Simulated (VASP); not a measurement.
# Si6O11 (a cell with a defect) in VASP: notebook

Runs on Si6O11 (a cell with a defect). Level: PBE. Tasks: single point.

Program: VASP 6.6.1. These are calculated values, not measurements. Logs are shortened: lines on timing, memory, paths and dates and some standing lists are left out, and cuts for length are marked.

### 1 The cell of the first run

The cell holds a defect, 17 atoms: a = 5.021 Å, b = 5.509 Å, c = 8.696 Å, α = 90.00°, β = 90.00°, γ = 90.00°.

### 2 Single point, PBE

Contents of INCAR:

```
SYSTEM = Si6O11
  PREC = Accurate
  ENCUT = 520
  EDIFF = 1E-6
  ISMEAR = 0
  SIGMA = 0.05
  LREAL = Auto
  LASPH = .TRUE.
  NELM = 100
  ALGO = Normal
  ISIF = 2
  LWAVE = .FALSE.
  LCHARG = .FALSE.
  GGA = PE
  NELECT = 88.0
  NBANDS = 59
```

Contents of KPOINTS:

```
regular mesh
0
G
  4 4 2
  0 0 0
```

Contents of POSCAR:

```
Si6O11
1.0
   -2.5103274377      4.3480146658      0.0000000000
    0.0000000000      0.0000000000      5.5092660079
    7.5309823132      4.3480146658      0.0000000000
Si O
6 11
Direct
    0.7617495765      0.3333333333      0.2382504235
    0.2617495765      0.3333333333      0.7382504235
    0.9765008470      0.6666666667      0.5000000000
    0.4765008470      0.6666666667      0.0000000000
    0.2617495765      0.0000000000      0.2617495765
    0.7617495765      0.0000000000      0.7617495765
    0.0486521033      0.2055717715      0.2072260374
    0.5486521033      0.2055717715      0.7072260374
    0.7865130045      0.5389051049      0.3720609296
    0.2865130045      0.5389051049      0.8720609296
    0.6648348922      0.8722384382      0.9207130329
    0.2865130045      0.7944282285      0.1279390704
    0.7865130045      0.7944282285      0.6279390704
    0.6648348922      0.4610948951      0.0792869671
    0.1648348922      0.4610948951      0.5792869671
    0.3766317406     -0.0840514612      0.3988276178
    0.0486521033      0.1277615618      0.7927739626
```

Potentials or basis: VASP PAW PBE potentials, release 64 (Si, O).

Launch:

```
cat potpaw_PBE.64/Si/POTCAR potpaw_PBE.64/O/POTCAR > POTCAR
mpirun -np 1 vasp_std > vasp.out
```

OUTCAR:

```text
SYSTEM = Si6O11
   PREC = Accurate
   ENCUT = 520
   EDIFF = 1E-6
   ISMEAR = 0
   LREAL = Auto
   LASPH = .TRUE.
   NELM = 100
   ISIF = 2
   GGA = PE
   NELECT = 88.0

 ion  position               nearest neighbor table
   1  0.762  0.333  0.238-  14 1.63   7 1.63   9 1.63   5 3.12   5 3.12   3 3.12   4 3.12
   2  0.262  0.333  0.738-  15 1.63   8 1.63  17 1.63  10 1.63   6 3.12   6 3.12   4 3.12   3 3.12

   3  0.977  0.667  0.500-  13 1.63   9 1.63  15 1.63   5 3.12   6 3.12   1 3.12   2 3.12
   4  0.477  0.667  0.000-  12 1.63  10 1.63  11 1.63  14 1.63   6 3.12   5 3.12   2 3.12   1 3.12

   5  0.262  0.000  0.262-  16 1.40  12 1.63   7 1.63   3 3.12   4 3.12   1 3.12   1 3.12
   6  0.762  0.000  0.762-  11 1.63  17 1.63  13 1.63   8 1.63   4 3.12   3 3.12   2 3.12   2 3.12

   7  0.049  0.206  0.207-   1 1.63   5 1.63
   8  0.549  0.206  0.707-   2 1.63   6 1.63
   9  0.787  0.539  0.372-   3 1.63   1 1.63
  10  0.287  0.539  0.872-   4 1.63   2 1.63
  11  0.665  0.872  0.921-   6 1.63   4 1.63
  12  0.287  0.794  0.128-   4 1.63   5 1.63
  13  0.787  0.794  0.628-   3 1.63   6 1.63
  14  0.665  0.461  0.079-   1 1.63   4 1.63
  15  0.165  0.461  0.579-   2 1.63   3 1.63
  16  0.377  0.916  0.399-   5 1.40
  17  0.049  0.128  0.793-   6 1.63   2 1.63

  LATTYP: Found a simple orthorhombic cell.
 ALAT       =     5.0206548755
 B/A-ratio  =     1.0973201992
 C/A-ratio  =     1.7320508076

  Lattice vectors:

 A1 = (  -2.5103274377,   4.3480146658,   0.0000000000)
 A2 = (   0.0000000000,   0.0000000000,   5.5092660079)
 A3 = (   7.5309823132,   4.3480146658,   0.0000000000)

Analysis of symmetry for initial positions (statically):
=====================================================================
 Subroutine PRICEL returns:
 Original cell was already a primitive cell.

 Routine SETGRP: Setting up the symmetry group for a
 simple orthorhombic supercell.

 Subroutine GETGRP returns: Found  1 space group operations
 (whereof  1 operations were pure point group operations)
 out of a pool of  8 trial point group operations.

The static configuration has the point symmetry C_1 .

Analysis of symmetry for dynamics (positions and initial velocities):
=====================================================================
 Subroutine PRICEL returns:
 Original cell was already a primitive cell.

 Routine SETGRP: Setting up the symmetry group for a
 simple orthorhombic supercell.

 Subroutine GETGRP returns: Found  1 space group operations
 (whereof  1 operations were pure point group operations)
 out of a pool of  8 trial point group operations.

The dynamic configuration has the point symmetry C_1 .

 Subroutine INISYM returns: Found  1 space group operations
 (whereof  1 operations are pure point group operations),
 and found     1 'primitive' translations

----------------------------------------------------------------------------------------

                                     Primitive cell

  volume of cell :     240.5332

  direct lattice vectors                    reciprocal lattice vectors
    -2.510327438  4.348014666  0.000000000    -0.099588602  0.172492518  0.000000000
     0.000000000  0.000000000  5.509266008     0.000000000  0.000000000  0.181512383
     7.530982313  4.348014666  0.000000000     0.099588602  0.057497506  0.000000000

  length of vectors
     5.020654875  5.509266008  8.696029332     0.199177204  0.181512383  0.114995012

  position of ions in fractional coordinates (direct lattice)
     0.761749577  0.333333333  0.238250423
     0.261749577  0.333333333  0.738250423
     0.976500847  0.666666667  0.500000000
     0.476500847  0.666666667  0.000000000
     0.261749577  0.000000000  0.261749577
     0.761749577  0.000000000  0.761749577
[... 9 lines left out ...]
     0.376631741  0.915948539  0.398827618
     0.048652103  0.127761562  0.792773963

  ion indices of the primitive-cell ions
   primitive index   ion index
                 1           1
                 2           2
                 3           3
                 4           4
                 5           5
                 6           6
[... 9 lines left out ...]
                16          16
                17          17

----------------------------------------------------------------------------------------

 KPOINTS: regular mesh

Automatic generation of k-mesh.
 Grid dimensions read from file:
 generate k-points for:    4    4    2

 Generating k-lattice:

  Cartesian coordinates                     Fractional coordinates (reciprocal lattice)
    -0.024897150  0.043123130  0.000000000     0.250000000  0.000000000  0.000000000
     0.000000000  0.000000000  0.045378096     0.000000000  0.250000000  0.000000000
     0.049794301  0.028748753  0.000000000     0.000000000  0.000000000  0.500000000

  Length of vectors
     0.049794301  0.045378096  0.057497506

  Shift w.r.t. Gamma in fractional coordinates (k-lattice)
     0.000000000  0.000000000  0.000000000

 Subroutine IBZKPT returns following result:
 ===========================================

 Found     20 irreducible k-points:

 Following reciprocal coordinates:
            Coordinates               Weight
  0.000000  0.000000  0.000000      1.000000
  0.250000  0.000000  0.000000      2.000000
  0.500000  0.000000  0.000000      1.000000
  0.000000  0.250000  0.000000      2.000000
  0.250000  0.250000  0.000000      2.000000
  0.250000 -0.250000  0.000000      2.000000
[... 12 lines left out ...]
  0.250000  0.500000  0.500000      2.000000
  0.500000  0.500000  0.500000      1.000000
   k-points           NKPTS =     20   k-points in BZ     NKDIM =     20   number of bands    NBANDS=     59
   number of dos      NEDOS =    301   number of ions     NIONS =     17
   total plane-waves  NPLWV = 117600
   dimension x,y,z NGX =    40 NGY =   42 NGZ =   70
   dimension x,y,z NGXF=    80 NGYF=   84 NGZF=  140
   ions per type =               6  11
   NGX,Y,Z   is equivalent  to a cutoff of  13.24, 12.67, 13.38 a.u.
   NGXF,Y,Z  is equivalent  to a cutoff of  26.49, 25.35, 26.76 a.u.
 SYSTEM =  Si6O11
   PREC   = accura    normal or accurate (medium, high low for compatibility)
   ISTART =      0    job   : 0-new  1-cont  2-samecut
   ICHARG =      2    charge: 1-file 2-atom 10-const
   ISPIN  =      1    spin polarized calculation?
   LNONCOLLINEAR =      F non collinear calculations
   LSORBIT =      F    spin-orbit coupling
   LASPH  =      T    aspherical Exc in radial PAW
   ENCUT  =  520.0 eV  38.22 Ry    6.18 a.u.   9.34 10.24 16.17*2*pi/ulx,y,z
   NELM   =    100;   NELMIN=  2; NELMDL= -5     # of ELM steps
   EDIFF  = 0.1E-05   stopping-criterion for ELM
   LREAL  =      T    real-space projection
   EDIFFG = 0.1E-04   stopping-criterion for IOM
   NSW    =      0    number of steps for IOM
   IBRION =     -1    ionic relax: 0-MD 1-quasi-New 2-CG
   NFREE  =      0    steps in history (QN), initial steepest desc. (CG)
   ISIF   =      2    stress and relaxation
   ISYM   =      2    0-nonsym 1-usesym 2-fastsym
   POTIM  = 0.5000    time-step for ionic-motion
   TEBEG  =    0.0;   TEEND  =   0.0 temperature during run
   PSTRESS=    0.0 pullay stress
   NELECT =      88.0000    total number of electrons
   NUPDOWN=      -1.0000    fix difference up-down
   EMIN   =  10.00;   EMAX   =-10.00  energy-range for DOS
   EFERMI =   0.00;   METHOD = LEGACY
   ISMEAR =     0;   SIGMA  =   0.05  broadening in eV -4-tet -1-fermi 0-gaus
   EFERMI_NEDOS =   21; number of points for ismear=-14 and -15
   IALGO  =     38    algorithm
   IMIX   =      4    mixing-type and parameters
     AMIX     =   0.40;   BMIX     =  1.00
     AMIX_MAG =   1.60;   BMIX_MAG =  1.00
  volume/ion in A,a.u.               =      14.15        95.48
  Fermi-wavevector in a.u.,A,eV,Ry     =   1.170875  2.212634 18.652897  1.370949
  Thomas-Fermi vector in A             =   2.307327
   LORBIT       =      0    0 simple, 1 ext, 2 COOP (PROOUT), +10 PAW based schemes
   GGA     = PE    functional components
   LHFCALC =     F    Hartree Fock is set to
   AEXX    =    0.0000 exact exchange contribution
   IVDW    =     0    specifies the selected vdW correction
   LEPSILON=     F    determine dielectric tensor
   LRPA    =     F    only Hartree local field effects (RPA)
 non-spin polarized calculation
 Gauss-broadening in eV      SIGMA  =   0.05
  energy-cutoff  :      520.00
  volume of cell :      240.53
 maximum number of plane-waves:      6512
 NGX is ok and might be reduce to    40
   NGX = 19   NGY = 21   NGZ = 33

 number of electron      87.9999992 magnetization

 Free energy of the ion-electron system (eV)
  ---------------------------------------------------
  ext. energy  EPLUGINS =         0.00000000
  ---------------------------------------------------
  free energy    TOTEN  =      -130.35943770 eV

  energy without entropy =     -130.35237756  energy(sigma->0) =     -130.35590763

 E-fermi :   0.8579     XC(G=0):  -8.6020

 val. band max:        0.8563083318   @ k =   0.0000   0.5000   0.5000
 cond. band min:       0.9157156822   @ k =   0.0000   0.2500   0.0000
 fundamental gap:      0.0594073504
 Fermi energy:         0.8578855717

 k-point     1 :       0.0000    0.0000    0.0000
  band No.  band energies     occupation
      1     -19.2520      2.00000
      2     -18.5093      2.00000
      3     -18.1915      2.00000
      4     -18.0187      2.00000
      5     -17.7417      2.00000
      6     -17.1910      2.00000
[... 48 lines left out ...]
     55      10.1234      0.00000
     56      10.6782      0.00000

 k-point     2 :       0.2500    0.0000    0.0000
  band No.  band energies     occupation
      1     -19.2047      2.00000
      2     -18.5422      2.00000
      3     -18.2531      2.00000
      4     -17.9118      2.00000
      5     -17.6944      2.00000
      6     -17.3161      2.00000
[... 48 lines left out ...]
     55      10.2464      0.00000
     56      10.6218      0.00000

 k-point     3 :       0.5000    0.0000    0.0000
  band No.  band energies     occupation
      1     -19.1475      2.00000
      2     -18.6004      2.00000
      3     -18.2773      2.00000
      4     -17.7655      2.00000
      5     -17.6636      2.00000
      6     -17.4635      2.00000
[... 936 lines left out ...]
 k-point    19 :       0.2500    0.5000    0.5000
  band No.  band energies     occupation
      1     -19.1598      2.00000
      2     -18.5753      2.00000
      3     -18.2598      2.00000
      4     -17.7817      2.00000
      5     -17.7047      2.00000
      6     -17.5239      2.00000
[... 48 lines left out ...]
     55      10.0638      0.00000
     56      10.3128      0.00000

 k-point    20 :       0.5000    0.5000    0.5000
  band No.  band energies     occupation
      1     -19.1676      2.00000
      2     -18.5358      2.00000
      3     -18.2050      2.00000
      4     -17.8204      2.00000
      5     -17.6741      2.00000
      6     -17.5113      2.00000
[... 48 lines left out ...]
     55      10.3722      0.00000
     56      10.4289      0.00000
 [bands above 56 left out]

------------------------ aborting loop because EDIFF is reached ----------------------------------------

  FORCE on cell =-STRESS in cart. coord.  units (eV):
  Direction    XX          YY          ZZ          XY          YZ          ZX
  --------------------------------------------------------------------------------------
  -------------------------------------------------------------------------------------
  Total      -14.2992941     -7.0643803    -17.0600467      9.6892654     -5.7498816      0.7464002
  in kB      -95.2467298    -47.0554081   -113.6359355     64.5396089    -38.2996121      4.9717266
  external PRESSURE =     -85.3126911 kB  Pullay stress =       0.0000000 kB

 VOLUME and BASIS-vectors are now :
 -----------------------------------------------------------------------------
  energy-cutoff  :      520.00
  volume of cell :      240.53
      direct lattice vectors                 reciprocal lattice vectors
    -2.510327438  4.348014666  0.000000000    -0.099588602  0.172492518  0.000000000
     0.000000000  0.000000000  5.509266008     0.000000000  0.000000000  0.181512383
     7.530982313  4.348014666  0.000000000     0.099588602  0.057497506  0.000000000

 POSITION                                       TOTAL-FORCE (eV/Angst)
 -----------------------------------------------------------------------------------
     -0.11798      4.34801      1.83642        -1.976841      0.769561      2.677606
      4.90267      4.34801      1.83642         0.625115      0.761752     -0.169064
      1.31415      6.41985      3.67284         2.803785      1.406144     -1.915689
     -1.19617      2.07183      3.67284        -1.100727     -1.808878      0.779146
      1.31415      2.27618      0.00000        -7.373867     -9.809011      1.743013
      3.82448      6.62420      0.00000         0.558581      0.352900      0.914356
[... 9 lines left out ...]
      2.05809      3.37171      5.04620         7.750702      8.211322     -3.121773
      5.84823      3.65853      0.70387        -0.185291     -0.092680      0.049905
 -----------------------------------------------------------------------------------
    total drift:                                0.002976     -0.009127     -0.002970

  FREE ENERGIE OF THE ION-ELECTRON SYSTEM (eV)
  ---------------------------------------------------
  free  energy   TOTEN  =      -130.3594376986 eV

  energy  without entropy=     -130.3523775616  energy(sigma->0) =     -130.35590763
```

Run time: 6.3 min. Hardware: 1 thread of Intel Xeon Platinum 8375C at 2.90GHz (Ice Lake), shared host; peak memory 0.41 GiB.

Results:

```yaml
Free_energy: -130.3594 eV
Largest_force: 12.395 eV/Å
```

Forces on the atoms (eV/Å):
```
Si  -1.977  0.770  2.678
Si   0.625  0.762 -0.169
Si   2.804  1.406 -1.916
Si  -1.101 -1.809  0.779
Si  -7.374 -9.809  1.743
Si   0.559  0.353  0.914
O    0.784  0.073 -0.682
O   -0.143  0.031 -0.099
O   -0.423 -0.195  0.049
O    0.190  0.259  0.054
O    0.437  0.211 -0.403
O    0.304 -0.156  0.944
O   -2.080  0.055 -0.259
O    1.074  1.152 -1.755
O   -1.244 -1.220  1.193
O    7.751  8.211 -3.122
O   -0.185 -0.093  0.050
```

Levels at points of the mesh, in eV from the Fermi level:
| k point | band 42 | band 43 | band 44 | band 45 | band 46 | band 47 |
| --- | --- | --- | --- | --- | --- | --- |
| (0.00, 0.00, 0.00) | -0.63 | -0.53 | -0.15 | -0.02 | 2.65 | 5.41 |
| (0.50, 0.00, 0.00) | -0.67 | -0.20 | -0.11 | 0.89 | 2.26 | 4.55 |
| (0.00, 0.50, 0.00) | -0.47 | -0.37 | -0.01 | 0.28 | 2.19 | 5.60 |
| (0.50, 0.50, 0.00) | -0.63 | -0.59 | -0.49 | 0.55 | 2.81 | 4.39 |
| (0.00, 0.00, 0.50) | -0.59 | -0.43 | -0.16 | -0.04 | 2.63 | 5.42 |
| (0.50, 0.00, 0.50) | -0.64 | -0.21 | -0.12 | 0.89 | 2.25 | 4.54 |
| (0.00, 0.50, 0.50) | -0.45 | -0.38 | 0.00 | 0.27 | 2.21 | 5.61 |
| (0.50, 0.50, 0.50) | -0.63 | -0.48 | -0.43 | 0.50 | 2.82 | 4.38 |

Caveat: the k points lie up to 0.36 Å⁻¹ apart; the cell carries a net charge on a neutralising background, which shifts energy and pressure; the cell differs from its parent crystal (atoms taken out, atom 16 moved 0.625 of the way to it and +0.500 Å across, host rigid); the cell is charged against a uniform background, so pressure and absolute levels hang on convention.

### 3 Single point, PBE

Contents of INCAR:

```
SYSTEM = Si6O11
  PREC = Accurate
  ENCUT = 520
  EDIFF = 1E-6
  ISMEAR = 0
  SIGMA = 0.05
  LREAL = Auto
  LASPH = .TRUE.
  NELM = 60
  ALGO = Normal
  ISIF = 2
  LWAVE = .FALSE.
  LCHARG = .TRUE.
  GGA = PE
  LELF = .TRUE.
  LVHAR = .TRUE.
  NELECT = 88.0
  NBANDS = 59
```

KPOINTS is that of step 2.

POSCAR, as its differences from that of step 2:

```diff
@@ -23,3 +23,3 @@
     0.1648348922      0.4610948951      0.5792869671
-    0.3766317406     -0.0840514612      0.3988276178
+    0.4667422547      0.1218767067      0.2957204782
     0.0486521033      0.1277615618      0.7927739626
```

Potentials or basis: VASP PAW PBE potentials, release 64 (Si, O).

Launch:

```
cat potpaw_PBE.64/Si/POTCAR potpaw_PBE.64/O/POTCAR > POTCAR
mpirun -np 1 vasp_std > vasp.out
```

It took 6.1 min on 1 thread of Intel Xeon Platinum 8375C at 2.90GHz (Ice Lake), shared host; peak memory 0.41 GiB.

Results (log left out):

```yaml
Free_energy: -129.0330 eV
Largest_force: 33.808 eV/Å
```

Forces on the atoms (eV/Å):
```
Si   -0.067  -1.960  -0.446
Si    1.097   1.391  -0.184
Si    2.679  -0.339  -2.739
Si   -0.886  -0.448  -0.561
Si    2.528 -24.879 -14.389
Si    1.180   0.463   1.248
O     1.945  -1.914  -0.755
O    -0.322  -0.174  -0.119
O     0.100   0.368   0.727
O    -0.055  -0.021   0.106
O     0.041  -0.002  -0.168
O     1.922  -0.151   0.158
O    -1.849  -0.088  -0.135
O     0.875   0.780  -0.920
O    -1.372  -1.141   1.233
O    -7.428  28.319  16.907
O    -0.386  -0.202   0.036
```

Levels at points of the mesh, in eV from the Fermi level:
```tsv
k point	band 41	band 42	band 43	band 44	band 45	band 46	band 47	band 48
(0.00, 0.00, 0.00)	-0.88	-0.61	-0.32	-0.07	-0.04	4.30	5.89	6.57
(0.50, 0.00, 0.00)	-0.77	-0.68	-0.19	-0.07	0.15	4.09	5.83	6.95
(0.00, 0.50, 0.00)	-0.73	-0.49	-0.32	-0.05	0.13	4.07	6.05	6.64
(0.50, 0.50, 0.00)	-0.94	-0.62	-0.51	-0.39	0.17	4.35	6.32	6.57
(0.00, 0.00, 0.50)	-0.83	-0.65	-0.30	-0.08	0.10	4.13	6.04	6.50
(0.50, 0.00, 0.50)	-0.78	-0.65	-0.20	-0.07	0.08	4.13	5.84	6.94
(0.00, 0.50, 0.50)	-0.73	-0.53	-0.37	-0.04	0.19	4.05	6.06	6.67
(0.50, 0.50, 0.50)	-0.86	-0.59	-0.53	-0.34	0.10	4.35	6.33	6.64
```

Caveat: the k points lie up to 0.36 Å⁻¹ apart; the cell carries a net charge on a neutralising background, which shifts energy and pressure; the cell differs from its parent crystal (atoms taken out, atom 16 moved 0.125 of the way to it and -0.250 Å across, host rigid); the cell is charged against a uniform background, so pressure and absolute levels hang on convention.

[end of part 1 of 2]
